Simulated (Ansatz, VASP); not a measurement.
# One calculation of Ba, two programs

```xyz
1
Lattice="3.5833 2.0688 1.4623 -3.5833 2.0688 1.4623 0.0000 -4.1376 1.4623" Properties=species:S:1:pos:R:3 pbc="T T T"
Ba    0.0000    0.0000    2.1935
```

Alike in both runs: functional r2SCAN; k mesh 15 × 15 × 15; occupations gaussian, width 0.1 eV; no spin polarisation.

Ansatz relaxed the structure, and its values are those at the end. VASP's run is a single point on that final structure, the one shown.

```csv
,VASP,Ansatz
version,VASP 6.6.1,Ansatz 0.2.0
potentials or method,"VASP PAW PBE potentials, release 64 (Ba_sv), cutoff 520 eV","scalar-relativistic, plane waves, PAW"
valence electrons in the cell,10,10
```

```tsv
	VASP	Ansatz	Ansatz less VASP
gap on the k mesh at the Fermi level (eV)	none	none	-
pressure (GPa)	0.0	0.0	-0.05
```

VASP's potentials were made for PBE, not for r2SCAN. A gap of «none» marks a metal or a gap that the smearing closes. The functional is the same, so the differences come from potentials, cutoffs and numerics.

Spin-orbit coupling is off throughout.
